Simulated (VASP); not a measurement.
# F (C2/m) in VASP: notebook

F is run at these levels: PBEsol; tasks: single point.

Everything below comes from runs of VASP 6.6.1. Logs are shortened: lines on timing, memory, paths and dates and some standing lists are left out, and cuts for length are marked.

### Step 1. The cell of the first run

The structure is monoclinic, space group C2/m (No. 12). Conventional cell: a = 6.333 Å, b = 3.629 Å, c = 7.645 Å, α = 90.00°, β = 112.50°, γ = 90.00°. F (site symmetry m) has 1 F at 1.66 Å within 2.2 Å. F (site symmetry m) has 1 F at 1.43 Å within 1.9 Å.

### Step 2. Single point, PBEsol (atoms shifted along a free coordinate)

INCAR reads:

```
PREC = Accurate ; ENCUT = 520
EDIFF = 1E-6 ; ISMEAR = 0
SIGMA = 0.05 ; LREAL = False
LASPH = True ; NELM = 80
ALGO = Normal ; ISIF = 2
LWAVE = False ; LCHARG = True
GGA = PS ; LELF = True
LVHAR = True ; NBANDS = 22
```

KPOINTS reads:

```
regular mesh
0
Gamma
  4 4 2
```

POSCAR reads:

```
F
1.0
    3.1573117572     -1.8146152765     -0.2435191204
    3.1573117572      1.8146152765     -0.2435191204
   -2.3740572529      0.0000000000      7.2670371310
F
4
Direct
    0.0848459664      0.0848459664      0.1139841296
    0.9151540336      0.9151540336      0.8860158704
    0.5015719855      0.5015719855      0.5937195244
    0.4984280145      0.4984280145      0.4062804756
```

Potentials or basis: VASP PAW PBE potentials, release 64 (F).

Launch:

```bash
$ cat potpaw_PBE.64/F/POTCAR > POTCAR
$ mpirun -np 1 vasp_std > vasp.out
```

OUTCAR:

```text
PREC = Accurate
   ENCUT = 520
   EDIFF = 1E-6
   ISMEAR = 0
   LREAL = False
   LASPH = True
   NELM = 80
   ISIF = 2
   GGA = PS

 ion  position               nearest neighbor table
   1  0.085  0.085  0.114-   2 1.66
   2  0.915  0.915  0.886-   1 1.66
   3  0.502  0.502  0.594-   4 1.43
   4  0.498  0.498  0.406-   3 1.43

  LATTYP: Found a base centered monoclinic cell.
 ALAT       =     6.3333779594
 B/A-ratio  =     0.5730323654
 C/A-ratio  =     1.2070962569
 COS(beta)  =    -0.3827161857

  Lattice vectors:

 A1 = (   3.1573117572,  -1.8146152765,  -0.2435191204)
 A2 = (   3.1573117572,   1.8146152765,  -0.2435191204)
 A3 = (  -2.3740572529,   0.0000000000,   7.2670371310)

Analysis of symmetry for initial positions (statically):
=====================================================================
 Subroutine PRICEL returns:
 Original cell was already a primitive cell.

 Routine SETGRP: Setting up the symmetry group for a
 base centered monoclinic supercell.

 Subroutine GETGRP returns: Found  4 space group operations
 (whereof  4 operations were pure point group operations)
 out of a pool of  4 trial point group operations.

The static configuration has the point symmetry C_2h.

Analysis of symmetry for dynamics (positions and initial velocities):
=====================================================================
 Subroutine PRICEL returns:
 Original cell was already a primitive cell.

 Routine SETGRP: Setting up the symmetry group for a
 base centered monoclinic supercell.

 Subroutine GETGRP returns: Found  4 space group operations
 (whereof  4 operations were pure point group operations)
 out of a pool of  4 trial point group operations.

The dynamic configuration has the point symmetry C_2h.

 Subroutine INISYM returns: Found  4 space group operations
 (whereof  4 operations are pure point group operations),
 and found     1 'primitive' translations

----------------------------------------------------------------------------------------

                                     Primitive cell

  volume of cell :      81.1720

  direct lattice vectors                    reciprocal lattice vectors
     3.157311757 -1.814615277 -0.243519120     0.162455977 -0.275540500  0.053072495
     3.157311757  1.814615277 -0.243519120     0.162455977  0.275540500  0.053072495
    -2.374057253  0.000000000  7.267037131     0.010887831  0.000000000  0.141164592

  length of vectors
     3.649759950  3.649759950  7.644996828     0.324239420  0.324239420  0.141583852

  position of ions in fractional coordinates (direct lattice)
     0.084845966  0.084845966  0.113984130
     0.915154034  0.915154034  0.886015870
     0.501571986  0.501571986  0.593719524
     0.498428015  0.498428015  0.406280476

  ion indices of the primitive-cell ions
   primitive index   ion index
                 1           1
                 2           2
                 3           3
                 4           4

----------------------------------------------------------------------------------------

 KPOINTS: regular mesh

Automatic generation of k-mesh.
 Grid dimensions read from file:
 generate k-points for:    4    4    2

 Generating k-lattice:

  Cartesian coordinates                     Fractional coordinates (reciprocal lattice)
     0.040613994 -0.068885125  0.013268124     0.250000000  0.000000000 -0.000000000
     0.040613994  0.068885125  0.013268124     0.000000000  0.250000000 -0.000000000
     0.005443916  0.000000000  0.070582296     0.000000000  0.000000000  0.500000000

  Length of vectors
     0.081059855  0.081059855  0.070791926

  Shift w.r.t. Gamma in fractional coordinates (k-lattice)
     0.000000000  0.000000000  0.000000000

 Subroutine IBZKPT returns following result:
 ===========================================

 Found     14 irreducible k-points:

 Following reciprocal coordinates:
            Coordinates               Weight
  0.000000  0.000000  0.000000      1.000000
  0.250000 -0.000000  0.000000      4.000000
  0.500000 -0.000000  0.000000      2.000000
  0.250000  0.250000  0.000000      2.000000
  0.500000  0.250000  0.000000      4.000000
 -0.250000  0.250000  0.000000      2.000000
  0.500000  0.500000  0.000000      1.000000
  0.000000  0.000000  0.500000      1.000000
  0.250000 -0.000000  0.500000      4.000000
  0.500000 -0.000000  0.500000      2.000000
  0.250000  0.250000  0.500000      2.000000
  0.500000  0.250000  0.500000      4.000000
 -0.250000  0.250000  0.500000      2.000000
  0.500000  0.500000  0.500000      1.000000
   k-points           NKPTS =     14   k-points in BZ     NKDIM =     14   number of bands    NBANDS=     22
   number of dos      NEDOS =    301   number of ions     NIONS =      4
   total plane-waves  NPLWV =  47040
   dimension x,y,z NGX =    28 NGY =   28 NGZ =   60
   dimension x,y,z NGXF=    56 NGYF=   56 NGZF=  120
   ions per type =               4
   NGX,Y,Z   is equivalent  to a cutoff of  12.75, 12.75, 13.05 a.u.
   NGXF,Y,Z  is equivalent  to a cutoff of  25.51, 25.51, 26.09 a.u.
 SYSTEM =  unknown system
   PREC   = accura    normal or accurate (medium, high low for compatibility)
   ISTART =      0    job   : 0-new  1-cont  2-samecut
   ICHARG =      2    charge: 1-file 2-atom 10-const
   ISPIN  =      1    spin polarized calculation?
   LNONCOLLINEAR =      F non collinear calculations
   LSORBIT =      F    spin-orbit coupling
   LASPH  =      T    aspherical Exc in radial PAW
   ENCUT  =  520.0 eV  38.22 Ry    6.18 a.u.   6.79  6.79 14.21*2*pi/ulx,y,z
   NELM   =     80;   NELMIN=  2; NELMDL= -5     # of ELM steps
   EDIFF  = 0.1E-05   stopping-criterion for ELM
   LREAL  =      F    real-space projection
   EDIFFG = 0.1E-04   stopping-criterion for IOM
   NSW    =      0    number of steps for IOM
   IBRION =     -1    ionic relax: 0-MD 1-quasi-New 2-CG
   NFREE  =      0    steps in history (QN), initial steepest desc. (CG)
   ISIF   =      2    stress and relaxation
   ISYM   =      2    0-nonsym 1-usesym 2-fastsym
   POTIM  = 0.5000    time-step for ionic-motion
   TEBEG  =    0.0;   TEEND  =   0.0 temperature during run
   PSTRESS=    0.0 pullay stress
   NELECT =      28.0000    total number of electrons
   NUPDOWN=      -1.0000    fix difference up-down
   EMIN   =  10.00;   EMAX   =-10.00  energy-range for DOS
   EFERMI =   0.00;   METHOD = LEGACY
   ISMEAR =     0;   SIGMA  =   0.05  broadening in eV -4-tet -1-fermi 0-gaus
   EFERMI_NEDOS =   21; number of points for ismear=-14 and -15
   IALGO  =     38    algorithm
   IMIX   =      4    mixing-type and parameters
     AMIX     =   0.40;   BMIX     =  1.00
     AMIX_MAG =   1.60;   BMIX_MAG =  1.00
  volume/ion in A,a.u.               =      20.29       136.94
  Fermi-wavevector in a.u.,A,eV,Ry     =   1.148133  2.169656 17.935319  1.318209
  Thomas-Fermi vector in A             =   2.284809
   LORBIT       =      0    0 simple, 1 ext, 2 COOP (PROOUT), +10 PAW based schemes
   GGA     = PS    functional components
   LHFCALC =     F    Hartree Fock is set to
   AEXX    =    0.0000 exact exchange contribution
   IVDW    =     0    specifies the selected vdW correction
   LEPSILON=     F    determine dielectric tensor
   LRPA    =     F    only Hartree local field effects (RPA)
 non-spin polarized calculation
 Gauss-broadening in eV      SIGMA  =   0.05
  energy-cutoff  :      520.00
  volume of cell :       81.17
 maximum number of plane-waves:      2199
   NGX = 13   NGY = 13   NGZ = 29

 number of electron      28.0000001 magnetization

 Free energy of the ion-electron system (eV)
  ---------------------------------------------------
  ext. energy  EPLUGINS =         0.00000000
  ---------------------------------------------------
  free energy    TOTEN  =        -7.13185422 eV

  energy without entropy =       -7.13185422  energy(sigma->0) =       -7.13185422

 E-fermi :  -6.1772     XC(G=0):  -6.6206

 val. band max:       -6.4447979250   @ k =   0.5000   0.5000   0.0000
 cond. band min:      -5.3633762841   @ k =   0.0000   0.0000   0.0000
 fundamental gap:      1.0814216410
 Fermi energy:        -6.1772221578

 k-point     1 :       0.0000    0.0000    0.0000
  band No.  band energies     occupation
      1     -31.0936      2.00000
      2     -28.2671      2.00000
      3     -25.3318      2.00000
      4     -24.8570      2.00000
      5     -12.6672      2.00000
      6     -10.9532      2.00000
[... 14 lines left out ...]
     21      13.2974      0.00000
     22      13.6767      0.00000

 k-point     2 :       0.2500   -0.0000    0.0000
  band No.  band energies     occupation
      1     -31.0793      2.00000
      2     -28.2514      2.00000
      3     -25.3056      2.00000
      4     -24.8658      2.00000
      5     -12.6426      2.00000
      6     -10.9997      2.00000
[... 14 lines left out ...]
     21      10.9480      0.00000
     22      12.4059      0.00000

 k-point     3 :       0.5000   -0.0000    0.0000
  band No.  band energies     occupation
      1     -31.0653      2.00000
      2     -28.2359      2.00000
      3     -25.2784      2.00000
      4     -24.8761      2.00000
      5     -12.6161      2.00000
      6     -11.0534      2.00000
[... 14 lines left out ...]
     21       9.5383      0.00000
     22       9.9987      0.00000
[... 226 lines left out ...]
 k-point    13 :      -0.2500    0.2500    0.5000
  band No.  band energies     occupation
      1     -31.0653      2.00000
      2     -28.2359      2.00000
      3     -25.2784      2.00000
      4     -24.8761      2.00000
      5     -12.6142      2.00000
      6     -11.0382      2.00000
[... 14 lines left out ...]
     21      10.0175      0.00000
     22      10.1666      0.00000

 k-point    14 :       0.5000    0.5000    0.5000
  band No.  band energies     occupation
      1     -31.0620      2.00000
      2     -28.2343      2.00000
      3     -25.2822      2.00000
      4     -24.8870      2.00000
      5     -12.6324      2.00000
      6     -11.0984      2.00000
[... 14 lines left out ...]
     21       8.7542      0.00000
     22       8.8623      0.00000

------------------------ aborting loop because EDIFF is reached ----------------------------------------

  FORCE on cell =-STRESS in cart. coord.  units (eV):
  Direction    XX          YY          ZZ          XY          YZ          ZX
  --------------------------------------------------------------------------------------
  -------------------------------------------------------------------------------------
  Total       -1.2115405     -0.2801082     -7.2236085      0.0000000      0.0000000     -1.9094664
  in kB      -23.9134510     -5.5287916   -142.5799759      0.0000000      0.0000000    -37.6891513
  external PRESSURE =     -57.3407395 kB  Pullay stress =       0.0000000 kB

 VOLUME and BASIS-vectors are now :
 -----------------------------------------------------------------------------
  energy-cutoff  :      520.00
  volume of cell :       81.17
      direct lattice vectors                 reciprocal lattice vectors
     3.157311757 -1.814615277 -0.243519120     0.162455977 -0.275540500  0.053072495
     3.157311757  1.814615277 -0.243519120     0.162455977  0.275540500  0.053072495
    -2.374057253  0.000000000  7.267037131     0.010887831  0.000000000  0.141164592

 POSITION                                       TOTAL-FORCE (eV/Angst)
 -----------------------------------------------------------------------------------
      0.26517      0.00000      0.78700        -1.203104      0.000000     -3.792941
      3.67540      0.00000      5.99300         1.203104      0.000000      3.792941
      1.75771      0.00000      4.07030         0.243025      0.000000     -0.493977
      2.18285      0.00000      2.70970        -0.243025      0.000000      0.493977
 -----------------------------------------------------------------------------------
    total drift:                                0.000000     -0.000000     -0.000000

  FREE ENERGIE OF THE ION-ELECTRON SYSTEM (eV)
  ---------------------------------------------------
  free  energy   TOTEN  =        -7.1318542240 eV

  energy  without entropy=       -7.1318542240  energy(sigma->0) =       -7.13185422
```

Wall time 30 s (1 thread of Intel Xeon Platinum 8559C (Emerald Rapids), shared host); peak memory 0.18 GiB.

What came out:

```yaml
Free_energy: -7.1319 eV
Pressure: -5.7 GPa
Largest_force: 3.979 eV/Å
Band_gap_on_the_k_mesh: 1.08 eV (least direct gap 1.13 eV)
```

Forces on the atoms (eV/Å):
```
F   -1.203  0.000 -3.793
F    1.203  0.000  3.793
F    0.243  0.000 -0.494
F   -0.243  0.000  0.494
```

Caveat: the k points lie up to 0.51 Å⁻¹ apart; the cell differs from its parent crystal (atoms shifted along a free coordinate); the PAW data sets were made with another functional, which shifts forces and pressure a little. A k mesh can miss the band edges.

### Step 3. Single point, PBEsol (atoms shifted along a free coordinate)

INCAR reads:

```
PREC     = Accurate       # precision mode
ENCUT    = 520            # plane-wave cutoff, eV
EDIFF    = 1E-7           # SCF threshold, eV
ISMEAR   = 0              # smearing method
SIGMA    = 0.05           # smearing width, eV
LREAL    = F              # projectors in reciprocal space
LASPH    = T              # aspherical terms in the spheres
NELM     = 80             # most SCF steps
ALGO     = Normal         # electronic algorithm
ISIF     = 2              # what is computed and relaxed
LWAVE    = F              # write WAVECAR
LCHARG   = T              # write CHGCAR
GGA      = PS             # functional
LELF     = T              # ELF
LVHAR    = T            
NBANDS   = 22             # bands
```

KPOINTS is that of step 2.

Edit POSCAR of step 2 so:

```diff
@@ -8,4 +8,4 @@
 Direct
-    0.0848459664      0.0848459664      0.1139841296
-    0.9151540336      0.9151540336      0.8860158704
+    0.0848459664      0.0848459664      0.0740235354
+    0.9151540336      0.9151540336      0.9259764646
     0.5015719855      0.5015719855      0.5937195244
```

Potentials or basis: VASP PAW PBE potentials, release 64 (F).

Launch:

```bash
$ cat potpaw_PBE.64/F/POTCAR > POTCAR
$ mpirun -np 1 vasp_std > vasp.out
```

It took 34 s on 1 thread of Intel Xeon Platinum 8559C (Emerald Rapids), shared host; peak memory 0.19 GiB.

Results (log left out):

```
Free energy            : -6.8387 eV
Pressure               : 9.2 GPa
Largest force          : 12.558 eV/Å
Band gap on the k mesh : 2.26 eV (least direct gap 2.31 eV)
```

Forces in eV/Å, atoms in the order of the input:
```
F     7.331   0.000  10.196
F    -7.331   0.000 -10.196
F     0.130   0.000  -0.506
F    -0.130   0.000   0.506
```

Stress tensor (GPa, compression positive):
```
 9.87  0.00 14.91
 0.00 -0.55  0.00
14.91  0.00 18.18
```

Levels at points of the mesh, in eV from the valence-band top:
```
           k point  band 11  band 12  band 13  band 14  band 15  band 16  band 17  band 18
(0.00, 0.00, 0.00)    -0.99    -0.91    -0.19    -0.06     2.26     6.45     7.74    10.29
(0.50, 0.00, 0.00)    -1.08    -1.00    -0.22    -0.08     2.35     6.57    11.47    11.50
(0.50, 0.50, 0.00)    -1.03    -0.93    -0.06     0.00     2.32     6.51    11.80    11.89
(0.00, 0.00, 0.50)    -1.00    -0.91    -0.19    -0.06     2.27     6.27     8.55     8.86
(0.50, 0.00, 0.50)    -1.10    -0.99    -0.22    -0.06     2.33     6.59    11.25    12.17
(0.50, 0.50, 0.50)    -1.05    -0.92    -0.08    -0.01     2.34     6.51    11.45    11.49
```

Caveat: the k points lie up to 0.51 Å⁻¹ apart; the cell differs from its parent crystal (atoms shifted along a free coordinate); the standard files for N, O and F lose accuracy on very short bonds; the PAW data sets were made with another functional, which shifts forces and pressure a little. A k mesh can miss the band edges.

### Step 4. Single point, PBEsol (atoms shifted along a free coordinate)

INCAR reads:

```
SYSTEM = F
PREC     = Accurate       ! precision mode
ENCUT    = 520            ! plane-wave cutoff, eV
EDIFF    = 1E-6           ! SCF threshold, eV
ISMEAR   = 0              ! smearing method
SIGMA    = 0.05           ! smearing width, eV
LREAL    = .FALSE.        ! projectors in reciprocal space
LASPH    = .TRUE.         ! aspherical terms in the spheres
NELM     = 100            ! most SCF steps
ALGO     = Normal         ! electronic algorithm
ISIF     = 2              ! what is computed and relaxed
LWAVE    = .FALSE.        ! write WAVECAR
LCHARG   = .FALSE.        ! write CHGCAR
GGA      = PS             ! functional
NBANDS   = 22             ! bands
```

KPOINTS reads:

```
regular mesh
0
G
  4 4 2
  0 0 0
```

Edit POSCAR of step 3 so:

```diff
@@ -8,4 +8,4 @@
 Direct
-    0.0848459664      0.0848459664      0.0740235354
-    0.9151540336      0.9151540336      0.9259764646
+    0.0848459664      0.0848459664      0.0979998919
+    0.9151540336      0.9151540336      0.9020001081
     0.5015719855      0.5015719855      0.5937195244
```

Launch:

```bash
$ cat potpaw_PBE.64/F/POTCAR > POTCAR
$ mpirun -np 1 vasp_std > vasp.out
```

Wall time 18 s (1 thread of Intel Xeon Platinum 8559C (Emerald Rapids), shared host); peak memory 0.19 GiB.

Results (log left out):

* Free energy: -7.7392 eV
* Pressure: -2.8 GPa
* Largest force: 1.748 eV/Å
* Band gap on the k mesh: 2.44 eV (least direct gap 2.53 eV)

Forces on the atoms (eV/Å):
```
F   -0.710  0.000 -1.597
F    0.710  0.000  1.597
F    0.168  0.000 -0.478
F   -0.168  0.000  0.478
```

Stress tensor (GPa, compression positive):
```
-1.59  0.00 -1.59
 0.00 -0.54  0.00
-1.59  0.00 -6.19
```

Levels at points of the mesh, in eV from the valence-band top:
```csv
k point,band 12,band 13,band 14,band 15,band 16,band 17
"(0.00, 0.00, 0.00)",-0.13,-0.09,-0.09,2.44,3.27,8.72
"(0.50, 0.00, 0.00)",-0.29,-0.22,-0.18,2.67,3.17,12.50
"(0.50, 0.50, 0.00)",-0.25,-0.17,0.00,2.64,3.15,12.84
"(0.00, 0.00, 0.50)",-0.18,-0.11,-0.11,2.60,3.09,9.50
"(0.50, 0.00, 0.50)",-0.30,-0.17,-0.06,2.61,3.21,12.42
"(0.50, 0.50, 0.50)",-0.27,-0.13,-0.12,2.67,3.16,12.44
```

Caveat: the k points lie up to 0.51 Å⁻¹ apart; the cell differs from its parent crystal (atoms shifted along a free coordinate); the PAW data sets were made with another functional, which shifts forces and pressure a little. A k mesh can miss the band edges.

### Step 5. The runs side by side

```csv
cell,gap on the mesh (eV),pressure (GPa),largest force (eV/Å)
"as given, atomic positions A",1.08,-5.7,3.98
"as given, atomic positions B",2.26,9.2,12.56
"as given, atomic positions C",2.44,-2.8,1.75
```

Alike in all rows: task single point; level PBEsol; potentials or basis VASP PAW PBE potentials, release 64 (F); no spin polarisation; k mesh 4 × 4 × 2; cutoff (eV) 520; smearing gaussian 0.05 eV.

Caveats: all runs use coarse meshes; the PAW data sets were made with another functional, which shifts forces and pressure a little; the standard files for N, O and F lose accuracy on very short bonds (at least some runs).

Absolute energies hang on the potentials; compare differences alone.
